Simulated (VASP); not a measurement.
Write the native input for VASP 6.6.1 that does the following.

| Quantity | Value |
| --- | --- |
| Task | single point |
| Functional | PBE |
| Potentials or basis | VASP PAW PBE potentials, release 64 (Mo_sv, Se) |
| Cutoff | 520 eV |
| k mesh | 12 × 12 × 12 |
| Occupations | gaussian, width 0.1 eV |
| Spin | no spin polarisation |
| Hubbard terms | Mo d U = 4.38 eV |
| Dipole correction | no |
| Further INCAR settings | ALGO = Normal; EDIFF = 1e-07; NBANDS = 17 |

The structure of MoSe lies in POSCAR:

```
MoSe
1.0
    0.0000000000      3.2242768696      3.2242768696
    3.2242768696      0.0000000000      3.2242768696
    3.2242768696      3.2242768696      0.0000000000
Mo Se
1 1
Direct
    0.0000000000      0.0000000000      0.0000000000
    0.2500000000      0.2500000000      0.2500000000
```

One way to write it, as run:

INCAR

```
PREC = Accurate ; ENCUT = 520
EDIFF = 1E-7 ; ISMEAR = 0
SIGMA = 0.1 ; LREAL = False
LASPH = True ; NELM = 150
ALGO = Normal ; ISIF = 2
LWAVE = False ; LCHARG = False
LMAXMIX = 4 ; LDAU = True
LDAUTYPE = 2 ; LDAUL = 2 -1
LDAUU = 4.38 0 ; LDAUJ = 0 0
LDAUPRINT = 1 ; GGA = PE
NBANDS = 17
```

KPOINTS

```
regular mesh
0
Gamma
  12 12 12
```

Potentials or basis: VASP PAW PBE potentials, release 64 (Mo_sv, Se).

Command:

```bash
$ cat potpaw_PBE.64/Mo_sv/POTCAR potpaw_PBE.64/Se/POTCAR > POTCAR
$ mpirun -np 1 vasp_std > vasp.out
```

Results of the run:

```json
{
 "Pressure": "-7.6 GPa",
 "Band gap on the k mesh": "0.97 eV, direct"
}
```

Wall time 100 s on 1 thread of Intel(R) Xeon(R) Platinum 8375C CPU @ 2.90GHz (Ice Lake), with other jobs on the host, peak memory 0.25 GiB.
